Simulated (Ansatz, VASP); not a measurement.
**One calculation of HgTe, two programs**

File INCAR:

```
SYSTEM = HgTe
  ALGO = Normal
  EDIFF = 1E-7
  ENCUT = 520
  GGA = PE
  ISIF = 2
  ISMEAR = -1
  LASPH = .TRUE.
  LCHARG = .FALSE.
  LREAL = .FALSE.
  LWAVE = .FALSE.
  NBANDS = 16
  NELM = 100
  PREC = Accurate
  SIGMA = 0.08
```

The input KPOINTS:

```
k-points
0
G
  10 10 10
  0 0 0
```

The input POSCAR:

```
HgTe
1.0
    0.0584300000      2.9507150000      2.9507150000
    2.9507150000      0.0584300000      2.9507150000
    2.9507150000      2.9507150000      0.0584300000
Hg Te
1 1
Direct
    0.0000000000      0.0000000000      0.0000000000
    0.5000000000      0.5000000000      0.5000000000
```

Input for Ansatz:

```yaml
crystal:
  lattice:
    - [0.05843, 2.950715, 2.950715]
    - [2.950715, 0.05843, 2.950715]
    - [2.950715, 2.950715, 0.05843]
  atoms:
    - { symbol: Hg, position: [0.0, 0.0, 0.0] }
    - { symbol: Te, position: [0.5, 0.5, 0.5] }
kpoints:
  mp_grid: { grid: [10, 10, 10] }
  band_path:
    path:
      - [0.0, 0.0, 0.0]
      - [0.5, 0.5, 0.5]
      - [0.2451701269, 0.5, 0.7548298731]
      - [-0.2451701269, 0.2451701269, 0.5]
      - [0.0, 0.0, 0.5]
      - [0.0, 0.0, 0.0]
      - [-0.3725850634, 0.0, 0.3725850634]
      - [0.0, 0.3725850634, 0.6274149366]
      - [0.0, 0.5, 0.5]
    npoints: 5
scf:
  occupations: { method: fermi_dirac, width: 0.08 }
hamiltonian:
  xc: pbe
  pseudopotentials: { kind: all_electron, lapw: { basis_error: 0.001 } }
output:
  forces: true
  stress: true
  eigenvalues: true
```

Change from the starting cell: equal xy, yz and zx shear strains of +2 %.

Alike in both runs: task single point; functional PBE; k mesh 10 × 10 × 10; occupations fermi-dirac, width 0.08 eV; no spin polarisation.

|  | VASP | Ansatz |
| --- | --- | --- |
| version | VASP 6.6.1 | Ansatz 0.2.0 |
| potentials or method | VASP PAW PBE potentials, release 64 (Hg, Te), cutoff 520 eV | all-electron LAPW, scalar-relativistic |

|  | VASP | Ansatz | Ansatz less VASP |
| --- | --- | --- | --- |
| pressure (GPa) | 10.6 | 10.4 | -0.24 |
| traceless stress, the component that is largest in VASP (GPa) | -0.33 | -0.34 | -0.003 |

Ansatz ran all-electron here, and VASP with PAW potentials.

Neither program's run includes spin-orbit coupling.
